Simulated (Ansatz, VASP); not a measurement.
# Two plane-wave programs on BaAu2

```
Ba Au
1.0
     4.72886    0.00000    0.00000
    -2.36443    4.09531    0.00000
     0.00000    0.00000    4.04787
Ba Au
1 2
Direct
  0.00000 0.00000 0.00000
  0.33333 0.66667 0.50000
  0.66667 0.33333 0.50000
```

Alike in both runs: functional LDA; k mesh 12 × 12 × 10; occupations fermi-dirac, width 0.15 eV; no spin polarisation.

Ansatz relaxed the structure, and its values are those at the end. VASP's run is a single point on that final structure, the one shown.

```csv
,VASP,Ansatz
version,VASP 6.6.1,Ansatz 0.2.0
potentials or method,"VASP PAW LDA potentials, release 64 (Ba_sv, Au), cutoff 520 eV","scalar-relativistic, plane waves, PAW"
valence electrons in the cell,32,48
```

Ansatz gave:

```
gap on the k mesh at the Fermi level (eV) : none
pressure (GPa)                            : 0.0
```

Task: Estimate VASP's values.

Result: gap on the k mesh at the Fermi level (eV): none; pressure (GPa): 0.8.

LDA's correlation is that of Perdew and Zunger in VASP and of Perdew and Wang (1992) in Ansatz. A gap of «none» marks a metal or a gap that the smearing closes. VASP's potentials hold 32 valence electrons a cell and Ansatz's 48, so a difference there can come from the potentials and not from the codes.

Neither program's run includes spin-orbit coupling.
